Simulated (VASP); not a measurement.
Zn, 1 atom in the cell. It takes space group Im-3m (No. 229, cubic). The conventional cell has a = 3.001 Å, b = 3.001 Å, c = 3.001 Å, α = 90.00°, β = 90.00°, γ = 90.00°. Within 3.4 Å of Zn (site symmetry m-3m) lie 14 Zn at 2.60 to 3.00 Å.  This cell differs from its parent crystal: volume scaled by 0.88.

| Property | Result |
| --- | --- |
| Program | VASP 6.6.1 |
| Task | single point |
| Functional | PBE |
| Potentials or basis | VASP PAW PBE potentials, release 64 (Zn) |
| Cutoff | 520 eV |
| k mesh | 18 × 18 × 18 |
| Occupations | gaussian, width 0.1 eV |
| Spin | no spin polarisation |
| Dipole correction | no |
| Further INCAR settings | ALGO = Fast; EDIFF = 1e-07; NBANDS = 12 |

Potentials or basis: VASP PAW PBE potentials, release 64 (Zn).

Command:

```sh
$ cat potpaw_PBE.64/Zn/POTCAR > POTCAR
$ mpirun -np 1 vasp_std > vasp.out
```

Hardware: 1 thread of Intel Xeon 6975P-C (shared host).

Q: Estimate the wall time of this run.

A: It took 19 s on 1 thread of Intel Xeon 6975P-C (shared host), peak memory 0.14 GiB. Counts: scf iterations 12, k points 195.
